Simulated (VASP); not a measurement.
# Sr3Mg (Pm-3m) in VASP: single point with LDA

Aim: the single point of Sr3Mg with LDA.

All numbers are computed with VASP 6.6.1; they aren't measurements. Logs are shortened: lines on timing, memory, paths and dates and some standing lists are left out, and cuts for length are marked.

**1. The cell of the first run**

The structure is cubic, space group Pm-3m (No. 221). Conventional cell: a = 5.650 Å, b = 5.650 Å, c = 5.650 Å, α = 90.00°, β = 90.00°, γ = 90.00°. Within 5.2 Å of Sr (site symmetry 4/mmm) lie 8 Sr at 4.00 Å and 4 Mg at 4.00 Å. Mg (site symmetry m-3m) has 12 Sr at 4.00 Å within 5.2 Å.

**2. Single point, LDA**

The input, INCAR:

```
SYSTEM = Sr3Mg
PREC = Accurate ; ENCUT = 520
EDIFF = 1E-6 ; ISMEAR = 1
SIGMA = 0.15 ; LREAL = .False.
LASPH = .True. ; NELM = 100
ALGO = Normal ; ISIF = 2
LWAVE = .False. ; LCHARG = .True.
GGA = CA ; LELF = .True.
LVHAR = .True. ; NBANDS = 24
```

The input, KPOINTS:

```
Automatic mesh
0
Gamma
  4 4 4
  0 0 0
```

The input, POSCAR:

```
Sr3Mg
1.0
    5.6502200000      0.0000000000      0.0000000000
    0.0000000000      5.6502200000      0.0000000000
    0.0000000000      0.0000000000      5.6502200000
Sr Mg
3 1
Direct
    0.5000000000      0.5000000000      0.0000000000
    0.5000000000      0.0000000000      0.5000000000
    0.0000000000      0.5000000000      0.5000000000
    0.0000000000      0.0000000000      0.0000000000
```

Potentials or basis: VASP PAW LDA potentials, release 64 (Sr_sv, Mg).

On the command line:

```sh
cat potpaw_LDA.64/Sr_sv/POTCAR potpaw_LDA.64/Mg/POTCAR > POTCAR
mpirun -np 1 vasp_std > vasp.out
```

OUTCAR:

```text
SYSTEM = Sr3Mg
   PREC = Accurate
   ENCUT = 520
   EDIFF = 1E-6
   ISMEAR = 1
   LREAL = .False.
   LASPH = .True.
   NELM = 100
   ISIF = 2
   GGA = CA

 ion  position               nearest neighbor table
   1  0.500  0.500  0.000-   2 4.00   3 4.00   4 4.00   2 4.00   3 4.00   2 4.00   4 4.00   2 4.00
                             3 4.00   4 4.00   3 4.00   4 4.00
   2  0.500  0.000  0.500-   1 4.00   3 4.00   4 4.00   1 4.00   4 4.00   1 4.00   3 4.00   1 4.00
                             3 4.00   4 4.00   4 4.00   3 4.00
   3  0.000  0.500  0.500-   1 4.00   2 4.00   4 4.00   1 4.00   4 4.00   2 4.00   4 4.00   4 4.00
                             1 4.00   2 4.00   1 4.00   2 4.00
   4  0.000  0.000  0.000-   1 4.00   2 4.00   3 4.00   2 4.00   3 4.00   1 4.00   3 4.00   3 4.00
                             1 4.00   2 4.00   2 4.00   1 4.00

  LATTYP: Found a simple cubic cell.
 ALAT       =     5.6502200000

  Lattice vectors:

 A1 = (   5.6502200000,   0.0000000000,   0.0000000000)
 A2 = (   0.0000000000,   5.6502200000,   0.0000000000)
 A3 = (   0.0000000000,   0.0000000000,   5.6502200000)

Analysis of symmetry for initial positions (statically):
=====================================================================
 Subroutine PRICEL returns:
 Original cell was already a primitive cell.

 Routine SETGRP: Setting up the symmetry group for a
 simple cubic supercell.

 Subroutine GETGRP returns: Found 48 space group operations
 (whereof 48 operations were pure point group operations)
 out of a pool of 48 trial point group operations.

The static configuration has the point symmetry O_h .

Analysis of symmetry for dynamics (positions and initial velocities):
=====================================================================
 Subroutine PRICEL returns:
 Original cell was already a primitive cell.

 Routine SETGRP: Setting up the symmetry group for a
 simple cubic supercell.

 Subroutine GETGRP returns: Found 48 space group operations
 (whereof 48 operations were pure point group operations)
 out of a pool of 48 trial point group operations.

The dynamic configuration has the point symmetry O_h .

 Subroutine INISYM returns: Found 48 space group operations
 (whereof 48 operations are pure point group operations),
 and found     1 'primitive' translations

----------------------------------------------------------------------------------------

                                     Primitive cell

  volume of cell :     180.3832

  direct lattice vectors                    reciprocal lattice vectors
     5.650220000  0.000000000  0.000000000     0.176984259  0.000000000  0.000000000
     0.000000000  5.650220000  0.000000000     0.000000000  0.176984259  0.000000000
     0.000000000  0.000000000  5.650220000     0.000000000  0.000000000  0.176984259

  length of vectors
     5.650220000  5.650220000  5.650220000     0.176984259  0.176984259  0.176984259

  position of ions in fractional coordinates (direct lattice)
     0.500000000  0.500000000  0.000000000
     0.500000000  0.000000000  0.500000000
     0.000000000  0.500000000  0.500000000
     0.000000000  0.000000000  0.000000000

  ion indices of the primitive-cell ions
   primitive index   ion index
                 1           1
                 2           2
                 3           3
                 4           4

----------------------------------------------------------------------------------------

 KPOINTS: Automatic mesh

Automatic generation of k-mesh.
 Grid dimensions read from file:
 generate k-points for:    4    4    4

 Generating k-lattice:

  Cartesian coordinates                     Fractional coordinates (reciprocal lattice)
     0.044246065  0.000000000  0.000000000     0.250000000  0.000000000  0.000000000
     0.000000000  0.044246065  0.000000000     0.000000000  0.250000000  0.000000000
     0.000000000  0.000000000  0.044246065     0.000000000  0.000000000  0.250000000

  Length of vectors
     0.044246065  0.044246065  0.044246065

  Shift w.r.t. Gamma in fractional coordinates (k-lattice)
     0.000000000  0.000000000  0.000000000

 Subroutine IBZKPT returns following result:
 ===========================================

 Found     10 irreducible k-points:

 Following reciprocal coordinates:
            Coordinates               Weight
  0.000000  0.000000  0.000000      1.000000
  0.250000  0.000000  0.000000      6.000000
  0.500000  0.000000  0.000000      3.000000
  0.250000  0.250000  0.000000     12.000000
  0.500000  0.250000  0.000000     12.000000
  0.500000  0.500000  0.000000      3.000000
  0.250000  0.250000  0.250000      8.000000
  0.500000  0.250000  0.250000     12.000000
  0.500000  0.500000  0.250000      6.000000
  0.500000  0.500000  0.500000      1.000000
   k-points           NKPTS =     10   k-points in BZ     NKDIM =     10   number of bands    NBANDS=     24
   number of dos      NEDOS =    301   number of ions     NIONS =      4
   total plane-waves  NPLWV =  74088
   dimension x,y,z NGX =    42 NGY =   42 NGZ =   42
   dimension x,y,z NGXF=    84 NGYF=   84 NGZF=   84
   ions per type =               3   1
   NGX,Y,Z   is equivalent  to a cutoff of  12.36, 12.36, 12.36 a.u.
   NGXF,Y,Z  is equivalent  to a cutoff of  24.72, 24.72, 24.72 a.u.
 SYSTEM =  Sr3Mg
   PREC   = accura    normal or accurate (medium, high low for compatibility)
   ISTART =      0    job   : 0-new  1-cont  2-samecut
   ICHARG =      2    charge: 1-file 2-atom 10-const
   ISPIN  =      1    spin polarized calculation?
   LNONCOLLINEAR =      F non collinear calculations
   LSORBIT =      F    spin-orbit coupling
   LASPH  =      T    aspherical Exc in radial PAW
   ENCUT  =  520.0 eV  38.22 Ry    6.18 a.u.  10.51 10.51 10.51*2*pi/ulx,y,z
   NELM   =    100;   NELMIN=  2; NELMDL= -5     # of ELM steps
   EDIFF  = 0.1E-05   stopping-criterion for ELM
   LREAL  =      F    real-space projection
   EDIFFG = 0.1E-04   stopping-criterion for IOM
   NSW    =      0    number of steps for IOM
   IBRION =     -1    ionic relax: 0-MD 1-quasi-New 2-CG
   NFREE  =      0    steps in history (QN), initial steepest desc. (CG)
   ISIF   =      2    stress and relaxation
   ISYM   =      2    0-nonsym 1-usesym 2-fastsym
   POTIM  = 0.5000    time-step for ionic-motion
   TEBEG  =    0.0;   TEEND  =   0.0 temperature during run
   PSTRESS=    0.0 pullay stress
   NELECT =      32.0000    total number of electrons
   NUPDOWN=      -1.0000    fix difference up-down
   EMIN   =  10.00;   EMAX   =-10.00  energy-range for DOS
   EFERMI =   0.00;   METHOD = LEGACY
   ISMEAR =     1;   SIGMA  =   0.15  broadening in eV -4-tet -1-fermi 0-gaus
   EFERMI_NEDOS =   21; number of points for ismear=-14 and -15
   IALGO  =     38    algorithm
   IMIX   =      4    mixing-type and parameters
     AMIX     =   0.40;   BMIX     =  1.00
     AMIX_MAG =   1.60;   BMIX_MAG =  1.00
  volume/ion in A,a.u.               =      45.10       304.32
  Fermi-wavevector in a.u.,A,eV,Ry     =   0.919869  1.738301 11.512700  0.846160
  Thomas-Fermi vector in A             =   2.045111
   LORBIT       =      0    0 simple, 1 ext, 2 COOP (PROOUT), +10 PAW based schemes
   GGA     = CA    functional components
   LHFCALC =     F    Hartree Fock is set to
   AEXX    =    0.0000 exact exchange contribution
   IVDW    =     0    specifies the selected vdW correction
   LEPSILON=     F    determine dielectric tensor
   LRPA    =     F    only Hartree local field effects (RPA)
 non-spin polarized calculation
 Methfessel and Paxton  Order N= 1 SIGMA  =   0.15
  energy-cutoff  :      520.00
  volume of cell :      180.38
 maximum number of plane-waves:      4945
   NGX = 21   NGY = 21   NGZ = 21

 number of electron      31.9999998 magnetization

 Free energy of the ion-electron system (eV)
  ---------------------------------------------------
  ext. energy  EPLUGINS =         0.00000000
  ---------------------------------------------------
  free energy    TOTEN  =        -7.33307166 eV

  energy without entropy =       -7.31101697  energy(sigma->0) =       -7.32572010

 E-fermi :   1.5855     XC(G=0):  -7.8542

 val. band max:        1.5505500671   @ k =   0.5000   0.2500   0.2500
 cond. band min:       1.5945741894   @ k =   0.5000   0.2500   0.2500
 fundamental gap:      0.0440241223
 Fermi energy:         1.5855234872

 k-point     1 :       0.0000    0.0000    0.0000
  band No.  band energies     occupation
      1     -34.6875      2.00000
      2     -34.6524      2.00000
      3     -34.6524      2.00000
      4     -16.9021      2.00000
      5     -16.9021      2.00000
      6     -16.9021      2.00000
[... 16 lines left out ...]
     23       4.8610      0.00000
     24       4.8610      0.00000

 k-point     2 :       0.2500    0.0000    0.0000
  band No.  band energies     occupation
      1     -34.6831      2.00000
      2     -34.6569      2.00000
      3     -34.6524      2.00000
      4     -16.8815      2.00000
      5     -16.8815      2.00000
      6     -16.8684      2.00000
[... 16 lines left out ...]
     23       4.4192     -0.00000
     24       4.4352     -0.00000

 k-point     3 :       0.5000    0.0000    0.0000
  band No.  band energies     occupation
      1     -34.6758      2.00000
      2     -34.6641      2.00000
      3     -34.6524      2.00000
      4     -16.8536      2.00000
      5     -16.8536      2.00000
      6     -16.7928      2.00000
[... 16 lines left out ...]
     23       3.8720     -0.00000
     24       3.9460     -0.00000

 k-point     4 :       0.2500    0.2500    0.0000
  band No.  band energies     occupation
      1     -34.6791      2.00000
      2     -34.6582      2.00000
      3     -34.6549      2.00000
      4     -16.8937      2.00000
      5     -16.8595      2.00000
      6     -16.8217      2.00000
[... 16 lines left out ...]
     23       4.0540     -0.00000
     24       4.7879      0.00000

 k-point     5 :       0.5000    0.2500    0.0000
  band No.  band energies     occupation
      1     -34.6723      2.00000
      2     -34.6641      2.00000
      3     -34.6558      2.00000
      4     -16.8688      2.00000
      5     -16.8485      2.00000
      6     -16.8274      2.00000
[... 16 lines left out ...]
     23       3.8605     -0.00000
     24       3.9371     -0.00000

 k-point     6 :       0.5000    0.5000    0.0000
  band No.  band energies     occupation
      1     -34.6640      2.00000
      2     -34.6640      2.00000
      3     -34.6640      2.00000
      4     -16.8811      2.00000
      5     -16.8799      2.00000
      6     -16.7689      2.00000
[... 16 lines left out ...]
     23       3.6832     -0.00000
     24       4.2482     -0.00000

 k-point     7 :       0.2500    0.2500    0.2500
  band No.  band energies     occupation
      1     -34.6758      2.00000
      2     -34.6582      2.00000
      3     -34.6582      2.00000
      4     -16.9224      2.00000
      5     -16.8313      2.00000
      6     -16.8313      2.00000
[... 16 lines left out ...]
     23       4.1707     -0.00000
     24       4.9445      0.00000

 k-point     8 :       0.5000    0.2500    0.2500
  band No.  band energies     occupation
      1     -34.6699      2.00000
      2     -34.6640      2.00000
      3     -34.6582      2.00000
      4     -16.9228      2.00000
      5     -16.8525      2.00000
      6     -16.8405      2.00000
[... 16 lines left out ...]
     23       4.1842     -0.00000
     24       4.5410     -0.00000

 k-point     9 :       0.5000    0.5000    0.2500
  band No.  band energies     occupation
      1     -34.6640      2.00000
      2     -34.6640      2.00000
      3     -34.6640      2.00000
      4     -16.9484      2.00000
      5     -16.8795      2.00000
      6     -16.8459      2.00000
[... 16 lines left out ...]
     23       4.1776     -0.00000
     24       4.2101     -0.00000

 k-point    10 :       0.5000    0.5000    0.5000
  band No.  band energies     occupation
      1     -34.6640      2.00000
      2     -34.6640      2.00000
      3     -34.6640      2.00000
      4     -16.9904      2.00000
      5     -16.8790      2.00000
      6     -16.8790      2.00000
[... 16 lines left out ...]
     23       3.9005     -0.00000
     24       4.5357     -0.00000

------------------------ aborting loop because EDIFF is reached ----------------------------------------

  FORCE on cell =-STRESS in cart. coord.  units (eV):
  Direction    XX          YY          ZZ          XY          YZ          ZX
  --------------------------------------------------------------------------------------
  -------------------------------------------------------------------------------------
  Total       -1.8305524     -1.8305524     -1.8305524      0.0000000     -0.0000000     -0.0000000
  in kB      -16.2591066    -16.2591066    -16.2591066      0.0000000     -0.0000000     -0.0000000
  external PRESSURE =     -16.2591066 kB  Pullay stress =       0.0000000 kB

 VOLUME and BASIS-vectors are now :
 -----------------------------------------------------------------------------
  energy-cutoff  :      520.00
  volume of cell :      180.38
      direct lattice vectors                 reciprocal lattice vectors
     5.650220000  0.000000000  0.000000000     0.176984259  0.000000000  0.000000000
     0.000000000  5.650220000  0.000000000     0.000000000  0.176984259  0.000000000
     0.000000000  0.000000000  5.650220000     0.000000000  0.000000000  0.176984259

 POSITION                                       TOTAL-FORCE (eV/Angst)
 -----------------------------------------------------------------------------------
      2.82511      2.82511      0.00000         0.000000      0.000000      0.000000
      2.82511      0.00000      2.82511         0.000000      0.000000      0.000000
      0.00000      2.82511      2.82511         0.000000      0.000000      0.000000
      0.00000      0.00000      0.00000         0.000000      0.000000      0.000000
 -----------------------------------------------------------------------------------
    total drift:                                0.000000     -0.000000     -0.000000

  FREE ENERGIE OF THE ION-ELECTRON SYSTEM (eV)
  ---------------------------------------------------
  free  energy   TOTEN  =        -7.3330716614 eV

  energy  without entropy=       -7.3110169692  energy(sigma->0) =       -7.32572010
```

It took 58 s on 1 thread of Intel Xeon 8259CL, shared host; peak memory 0.22 GiB.

Results:

```yaml
Free_energy: -7.3331 eV
Pressure: -1.6 GPa
Band_gap_on_the_k_mesh: zero (bands 16 and 17 overlap by 0.41 eV)
```
